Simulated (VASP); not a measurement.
Wanted: the native input for a VASP 6.6.1 run.

```
Task                               : single point
Functional                         : HSE06
Dispersion                         : D3(BJ)
Potentials or basis                : VASP PAW PBE potentials, release 64 (Te)
Cutoff                             : 400 eV
k mesh                             : 6 × 6 × 6
Occupations                        : fermi-dirac, width 0.15 eV
Spin                               : no spin polarisation
Dipole correction                  : no
Grid for exact exchange (PRECFOCK) : Normal
Further INCAR settings             : ALGO = Normal; EDIFF = 1e-06; NBANDS = 9
Share of exact exchange            : 0.25
Screening parameter                : 0.2079 1/Å
```

Te:

```xyz
1
Lattice="2.3059 1.3313 1.6910 -2.3059 1.3313 1.6910 0.0000 -2.6626 1.6910" Properties=species:S:1:pos:R:3 pbc="T T T"
Te    0.0000    0.0000    2.5364
```

The input as run:

POSCAR

```
Te
1.0
    2.3059043450      1.3313144943      1.6909537033
   -2.3059043450      1.3313144943      1.6909537033
    0.0000000000     -2.6626289886      1.6909537033
Te
1
Direct
    0.5000000000      0.5000000000      0.5000000000
```

INCAR.step1

```
PREC = Accurate
ENCUT = 400
EDIFF = 1E-5
ISMEAR = -1
SIGMA = 0.15
LREAL = F
LASPH = T
NELM = 120
ALGO = Normal
ISIF = 2
LWAVE = T
GGA = PE
NBANDS = 9
GGA_COMPAT = F
```

INCAR.step2

```
PREC = Accurate
ENCUT = 400
EDIFF = 1E-6
ISMEAR = -1
SIGMA = 0.15
LREAL = F
LASPH = T
NELM = 120
ALGO = Normal
ISIF = 2
LWAVE = F
LCHARG = T
GGA = PE
LHFCALC = T
HFSCREEN = 0.2079
PRECFOCK = Normal
IVDW = 12
VDW_S6 = 1.0
VDW_S8 = 2.31
VDW_A1 = 0.383
VDW_A2 = 5.685
LELF = T
LVHAR = T
ISTART = 1
NBANDS = 9
GGA_COMPAT = F
```

KPOINTS

```
regular mesh
0
Gamma
  6 6 6
```

Potentials or basis: VASP PAW PBE potentials, release 64 (Te).

Command:

```sh
$ cat potpaw_PBE.64/Te/POTCAR > POTCAR
$ cp INCAR.step1 INCAR
$ mpirun -np 1 vasp_std > vasp.out
$ cp INCAR.step2 INCAR
$ mpirun -np 1 vasp_std > vasp.out
```

It gave:

```
Pressure                   : -3.8 GPa
Band gap on the k mesh     : zero (bands 3 and 4 overlap by 5.76 eV)
Dispersion energy per atom : -0.615 eV
```

Caveat: the cell stands under tension; the PAW data sets were made with another functional, which shifts forces and pressure a little; spin-orbit coupling is left out, which moves the levels of the heavy elements.

Wall time 3.2 min on 1 thread of Intel(R) Xeon(R) 6975P-C (Granite Rapids), with other jobs on the host, peak memory 0.24 GiB.
